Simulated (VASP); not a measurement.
Here is a VASP 6.6.1 calculation.

Contents of INCAR:

```
PREC = Accurate
ENCUT = 520
EDIFF = 1E-6
ISMEAR = 0
SIGMA = 0.02
LREAL = Auto
LASPH = T
NELM = 100
ALGO = Normal
ISIF = 2
LWAVE = F
LCHARG = F
GGA = PE
NBANDS = 46
```

Contents of KPOINTS:

```
Automatic mesh
0
Gamma
  12 12 2
```

Contents of POSCAR:

```
C
1.0
    2.4163133075      0.0000000000      0.0000000000
   -1.2081566537      2.0925887078      0.0000000000
    0.0000000000      0.0000000000     15.8654015020
C
16
Direct
    0.0000000000      0.0000000000      0.0466963096
    0.0000000000      0.0000000000      0.5466963096
    0.0000000000      0.0000000000      0.4533036904
    0.0000000000      0.0000000000      0.9533036904
    0.3333333333      0.6666666667      0.0778909991
    0.6666666667      0.3333333333      0.5778909991
    0.3333333333      0.6666666667      0.4221090009
    0.6666666667      0.3333333333      0.9221090009
    0.3333333333      0.6666666667      0.1712161977
    0.6666666667      0.3333333333      0.6712161977
    0.3333333333      0.6666666667      0.3287838023
    0.6666666667      0.3333333333      0.8287838023
    0.3333333333      0.6666666667      0.7973231998
    0.6666666667      0.3333333333      0.2973231998
    0.3333333333      0.6666666667      0.7026768002
    0.6666666667      0.3333333333      0.2026768002
```

Potentials or basis: VASP PAW PBE potentials, release 64 (C).

Command:

```sh
$ cat potpaw_PBE.64/C/POTCAR > POTCAR
$ mpirun -np 1 vasp_std > vasp.out
```

Task: Estimate the pressure.

Result: 71.2 GPa.

Task: Predict the band gap on the k mesh.

Result: 4.71 eV (least direct gap 5.72 eV).

Stress tensor (GPa, compression positive):
```
71.12  0.00  0.00
 0.00 71.12  0.00
 0.00  0.00 71.35
```

Caveat: the cell stands under pressure. A k mesh can miss the band edges.
